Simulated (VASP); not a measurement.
# AlN (P6_3/mmc) in VASP: a series of runs

Aim: see how the results for AlN move with the level of theory and the settings. Levels: r2SCAN, PBE, PBEsol, LDA. Tasks: single point, relaxation of cell and atoms.

Everything below comes from runs of VASP 6.6.1. Logs are shortened: lines on timing, memory, paths and dates and some standing lists are left out, and cuts for length are marked.

### 1 The cell of the first run

Symmetry: P6_3/mmc, No. 194, hexagonal system. Conventional cell: a = 3.292 Å, b = 3.292 Å, c = 4.137 Å, α = 90.00°, β = 90.00°, γ = 120.00°. Al (site symmetry -6m2) has 5 N at 1.90 to 2.07 Å within 2.5 Å. Within 2.5 Å of N (site symmetry -6m2) lie 5 Al at 1.90 to 2.07 Å.

### 2 Single point, r2SCAN

POSCAR

```
AlN
1.0
    3.2923469533      0.0000000000      0.0000000000
   -1.6461734767      2.8512560996      0.0000000000
    0.0000000000      0.0000000000      4.1369585597
Al N
2 2
Direct
    0.3333333333      0.6666666667      0.2500000000
    0.6666666667      0.3333333333      0.7500000000
    0.6666666667      0.3333333333      0.2500000000
    0.3333333333      0.6666666667      0.7500000000
```

INCAR.step1

```
SYSTEM = AlN
  ALGO = Normal
  EDIFF = 1E-4
  ENCUT = 520
  GGA = PE
  ISMEAR = 0
  LASPH = .True.
  LCHARG = .False.
  LREAL = .False.
  LWAVE = .True.
  NBANDS = 16
  NELM = 100
  PREC = Accurate
  SIGMA = 0.01
```

INCAR.step2

```
SYSTEM = AlN
  ALGO = Normal
  EDIFF = 1E-6
  ENCUT = 520
  ISIF = 2
  ISMEAR = 0
  ISTART = 1
  LASPH = .True.
  LCHARG = .False.
  LMIXTAU = .True.
  LREAL = .False.
  LWAVE = .False.
  METAGGA = R2SCAN
  NBANDS = 16
  NELM = 100
  PREC = Accurate
  SIGMA = 0.01
```

KPOINTS

```
k-points
0
Gamma
  12 12 6
  0 0 0
```

Potentials or basis: VASP PAW PBE potentials, release 64 (Al, N).

Command:

```console
$ cat potpaw_PBE.64/Al/POTCAR potpaw_PBE.64/N/POTCAR > POTCAR
$ cp INCAR.step1 INCAR
$ mpirun -np 1 vasp_std > vasp.out
$ cp INCAR.step2 INCAR
$ mpirun -np 1 vasp_std > vasp.out
```

OUTCAR:

```text
SYSTEM = AlN
   EDIFF = 1E-6
   ENCUT = 520
   ISIF = 2
   ISMEAR = 0
   ISTART = 1
   LASPH = .True.
   LREAL = .False.
   METAGGA = R2SCAN
   NELM = 100
   PREC = Accurate

 ion  position               nearest neighbor table
   1  0.333  0.667  0.250-   3 1.90   3 1.90   3 1.90   4 2.07   4 2.07   2 2.81   2 2.81   2 2.81
                             2 2.81   2 2.81   2 2.81
   2  0.667  0.333  0.750-   4 1.90   4 1.90   4 1.90   3 2.07   3 2.07   1 2.81   1 2.81   1 2.81
                             1 2.81   1 2.81   1 2.81
   3  0.667  0.333  0.250-   1 1.90   1 1.90   1 1.90   2 2.07   2 2.07
   4  0.333  0.667  0.750-   2 1.90   2 1.90   2 1.90   1 2.07   1 2.07

  LATTYP: Found a hexagonal cell.
 ALAT       =     3.2923469533
 C/A-ratio  =     1.2565378493

  Lattice vectors:

 A1 = (   3.2923469533,   0.0000000000,   0.0000000000)
 A2 = (  -1.6461734767,   2.8512560996,   0.0000000000)
 A3 = (   0.0000000000,   0.0000000000,   4.1369585597)

Analysis of symmetry for initial positions (statically):
=====================================================================
 Subroutine PRICEL returns:
 Original cell was already a primitive cell.

 Routine SETGRP: Setting up the symmetry group for a
 hexagonal supercell.

 Subroutine GETGRP returns: Found 24 space group operations
 (whereof 12 operations were pure point group operations)
 out of a pool of 24 trial point group operations.

The static configuration has the point symmetry D_3d.
 The point group associated with its full space group is D_6h.

Analysis of symmetry for dynamics (positions and initial velocities):
=====================================================================
 Subroutine PRICEL returns:
 Original cell was already a primitive cell.

 Routine SETGRP: Setting up the symmetry group for a
 hexagonal supercell.

 Subroutine GETGRP returns: Found 24 space group operations
 (whereof 12 operations were pure point group operations)
 out of a pool of 24 trial point group operations.

The dynamic configuration has the point symmetry D_3d.
 The point group associated with its full space group is D_6h.

 Subroutine INISYM returns: Found 24 space group operations
 (whereof 12 operations are pure point group operations),
 and found     1 'primitive' translations

----------------------------------------------------------------------------------------
[... 97 lines left out ...]
   EDIFF  = 0.1E-05   stopping-criterion for ELM
   LREAL  =      F    real-space projection
   EDIFFG = 0.1E-04   stopping-criterion for IOM
   NSW    =      0    number of steps for IOM
   IBRION =     -1    ionic relax: 0-MD 1-quasi-New 2-CG
   NFREE  =      0    steps in history (QN), initial steepest desc. (CG)
   ISIF   =      2    stress and relaxation
   ISYM   =      2    0-nonsym 1-usesym 2-fastsym
   POTIM  = 0.5000    time-step for ionic-motion
   TEBEG  =    0.0;   TEEND  =   0.0 temperature during run
   PSTRESS=    0.0 pullay stress
   NELECT =      16.0000    total number of electrons
   NUPDOWN=      -1.0000    fix difference up-down
   EMIN   =  10.00;   EMAX   =-10.00  energy-range for DOS
   EFERMI =   0.00;   METHOD = LEGACY
   ISMEAR =     0;   SIGMA  =   0.01  broadening in eV -4-tet -1-fermi 0-gaus
   EFERMI_NEDOS =   21; number of points for ismear=-14 and -15
   IALGO  =     38    algorithm
   IMIX   =      4    mixing-type and parameters
     AMIX     =   0.40;   BMIX     =  1.00
     AMIX_MAG =   1.60;   BMIX_MAG =  1.00
  volume/ion in A,a.u.               =       9.71        65.52
  Fermi-wavevector in a.u.,A,eV,Ry     =   1.218168  2.302004 20.190136  1.483933
  Thomas-Fermi vector in A             =   2.353464
   LORBIT       =      0    0 simple, 1 ext, 2 COOP (PROOUT), +10 PAW based schemes
   METAGGA = R2SCAN    functional components
   LHFCALC =     F    Hartree Fock is set to
   AEXX    =    0.0000 exact exchange contribution
   IVDW    =     0    specifies the selected vdW correction
   LEPSILON=     F    determine dielectric tensor
   LRPA    =     F    only Hartree local field effects (RPA)
 non-spin polarized calculation
 Gauss-broadening in eV      SIGMA  =   0.01
  energy-cutoff  :      520.00
  volume of cell :       38.83
 maximum number of plane-waves:      1066
   NGX = 13   NGY = 13   NGZ = 15

 number of electron      16.0000000 magnetization

 Free energy of the ion-electron system (eV)
  ---------------------------------------------------
  ext. energy  EPLUGINS =         0.00000000
  ---------------------------------------------------
  free energy    TOTEN  =       -38.01225325 eV

  energy without entropy =      -38.01225325  energy(sigma->0) =      -38.01225325

 E-fermi :   8.0954     XC(G=0): -11.8070

 val. band max:        8.0128777677   @ k =   0.0000   0.0000   0.0000
 cond. band min:      12.0739492378   @ k =   0.0000   0.0000   0.0000
 fundamental gap:      4.0610714702
 Fermi energy:         8.0954123707

 k-point     1 :       0.0000    0.0000    0.0000
  band No.  band energies     occupation
      1      -9.8120      2.00000
      2      -6.0434      2.00000
      3       0.8340      2.00000
      4       4.5321      2.00000
      5       4.5321      2.00000
      6       6.2980      2.00000
[... 433 lines left out ...]
      3       1.1884      2.00000
      4       2.9595      2.00000
      5       3.6793      2.00000
      6       3.8165      2.00000
[... 8 lines left out ...]
     15      20.7793      0.00000
     16      22.0446      0.00000

 [... further k-points ...]

------------------------ aborting loop because EDIFF is reached ----------------------------------------

  FORCE on cell =-STRESS in cart. coord.  units (eV):
  Direction    XX          YY          ZZ          XY          YZ          ZX
  --------------------------------------------------------------------------------------
  -------------------------------------------------------------------------------------
  Total       -0.1118945     -0.1118945     -0.1983431      0.0000000      0.0000000      0.0000000
  in kB       -4.6163235     -4.6163235     -8.1828507      0.0000000      0.0000000      0.0000000
  external PRESSURE =      -5.8051659 kB  Pullay stress =       0.0000000 kB

 VOLUME and BASIS-vectors are now :
 -----------------------------------------------------------------------------
  energy-cutoff  :      520.00
  volume of cell :       38.83
      direct lattice vectors                 reciprocal lattice vectors
     3.292346953  0.000000000  0.000000000     0.303734696  0.175361308  0.000000000
    -1.646173477  2.851256100  0.000000000     0.000000000  0.350722617  0.000000000
     0.000000000  0.000000000  4.136958560     0.000000000  0.000000000  0.241723475

 POSITION                                       TOTAL-FORCE (eV/Angst)
 -----------------------------------------------------------------------------------
     -0.00000      1.90084      1.03424         0.000000      0.000000      0.000000
      1.64617      0.95042      3.10272        -0.000000     -0.000000      0.000000
      1.64617      0.95042      1.03424         0.000000      0.000000      0.000000
     -0.00000      1.90084      3.10272         0.000000     -0.000000      0.000000
 -----------------------------------------------------------------------------------
    total drift:                               -0.000000      0.000000     -0.000000

  FREE ENERGIE OF THE ION-ELECTRON SYSTEM (eV)
  ---------------------------------------------------
  free  energy   TOTEN  =       -38.0122532474 eV

  energy  without entropy=      -38.0122532474  energy(sigma->0) =      -38.01225325
```

OSZICAR.step1:

```text
N       E                     dE             d eps       ncg     rms          rms(c)
DAV:   1     0.415747426079E+02    0.41575E+02   -0.74932E+03  2432   0.908E+02
DAV:   2    -0.305699600283E+02   -0.72145E+02   -0.64956E+02  3512   0.187E+02
DAV:   3    -0.338531886068E+02   -0.32832E+01   -0.32700E+01  2872   0.413E+01
DAV:   4    -0.338726228206E+02   -0.19434E-01   -0.19432E-01  3032   0.359E+00
DAV:   5    -0.338728800301E+02   -0.25721E-03   -0.25721E-03  2808   0.415E-01    0.119E+01
DAV:   6    -0.293244616856E+02    0.45484E+01   -0.90687E+00  3120   0.227E+01    0.394E+00
DAV:   7    -0.293235811924E+02    0.88049E-03   -0.76355E-01  2744   0.606E+00    0.289E+00
DAV:   8    -0.293119952386E+02    0.11586E-01   -0.88206E-02  2592   0.255E+00    0.874E-01
DAV:   9    -0.293030945126E+02    0.89007E-02   -0.18626E-02  3128   0.109E+00    0.278E-01
DAV:  10    -0.293036787727E+02   -0.58426E-03   -0.31942E-03  2792   0.370E-01    0.164E-01
DAV:  11    -0.293035731168E+02    0.10566E-03   -0.21464E-04  2568   0.118E-01    0.440E-02
DAV:  12    -0.293035747138E+02   -0.15970E-05   -0.14620E-05  1360   0.314E-02
   1 F= -.29303575E+02 E0= -.29303575E+02  d E =-.779211E-27
```

It took 84 s on 1 thread of Intel Xeon Platinum 8259CL at 2.50GHz (Skylake/Cascade Lake), shared host; peak memory 0.17 GiB.

Results:

- Free energy: -38.0123 eV
- Pressure: -0.6 GPa
- Band gap on the k mesh: 4.06 eV, direct

Stress tensor (GPa, compression positive):
```
-0.46  0.00  0.00
 0.00 -0.46  0.00
 0.00  0.00 -0.82
```

Levels at points of the mesh, in eV from the valence-band top:
| k point | band 4 | band 5 | band 6 | band 7 | band 8 | band 9 | band 10 | band 11 | band 12 | band 13 |
| --- | --- | --- | --- | --- | --- | --- | --- | --- | --- | --- |
| (0.00, 0.00, 0.00) | -3.48 | -3.48 | -1.71 | -1.71 | 0.00 | 4.06 | 5.40 | 9.16 | 9.16 | 12.37 |
| (0.50, 0.00, 0.00) | -4.97 | -4.73 | -4.38 | -3.02 | -1.49 | 4.62 | 7.96 | 8.14 | 9.92 | 10.56 |
| (0.00, 0.00, 0.50) | -3.87 | -2.64 | -2.64 | -2.64 | -2.64 | 6.49 | 6.49 | 9.28 | 9.28 | 9.28 |
| (0.50, 0.00, 0.50) | -7.50 | -3.41 | -3.41 | -1.82 | -1.82 | 5.82 | 5.82 | 10.42 | 10.42 | 12.85 |

Caveat: the PAW data sets were made with another functional, which shifts forces and pressure a little.

(Part 1 of 2 ends here.)
